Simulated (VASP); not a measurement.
A run of VASP 6.6.1:

The input INCAR:

```
SYSTEM = MgCd3Se4
ALGO = Normal
EDIFF = 1E-6
ENCUT = 520
GGA = PE
ISIF = 2
ISMEAR = 0
LASPH = .TRUE.
LCHARG = .FALSE.
LREAL = .FALSE.
LWAVE = .FALSE.
NBANDS = 41
NELM = 60
PREC = Accurate
SIGMA = 0.02
```

Contents of KPOINTS:

```
k-points
0
G
  6 6 4
  0 0 0
```

POSCAR

```
MgCd3Se4
1.0
    4.3539801388      0.0000000000      0.0000000000
    0.0000000000      4.3539801388      0.0000000000
    0.0000000000      0.0000000000     12.2377498633
Mg Cd Se
1 3 4
Direct
    0.5000000000      0.5000000000      0.5000000000
    0.0000000000      0.0000000000      0.7448596801
    0.5000000000      0.5000000000      0.0000000000
    0.0000000000      0.0000000000      0.2551403199
    0.5000000000      0.0000000000      0.1275267726
    0.0000000000      0.5000000000      0.3831927341
    0.5000000000      0.0000000000      0.6168072659
    0.0000000000      0.5000000000      0.8724732274
```

Potentials or basis: VASP PAW PBE potentials, release 64 (Mg, Cd, Se).

Launch:

```bash
$ cat potpaw_PBE.64/Mg/POTCAR potpaw_PBE.64/Cd/POTCAR potpaw_PBE.64/Se/POTCAR > POTCAR
$ mpirun -np 1 vasp_std > vasp.out
```

Hardware: 1 thread of Intel(R) Xeon(R) 6975P-C (Granite Rapids), on a shared host.

Question: Estimate the wall time of this run.

Answer: Wall time 120 s on 1 thread of Intel(R) Xeon(R) 6975P-C (Granite Rapids), with other jobs on the host, peak memory 0.46 GiB. Counts: scf iterations 15, k points 30.
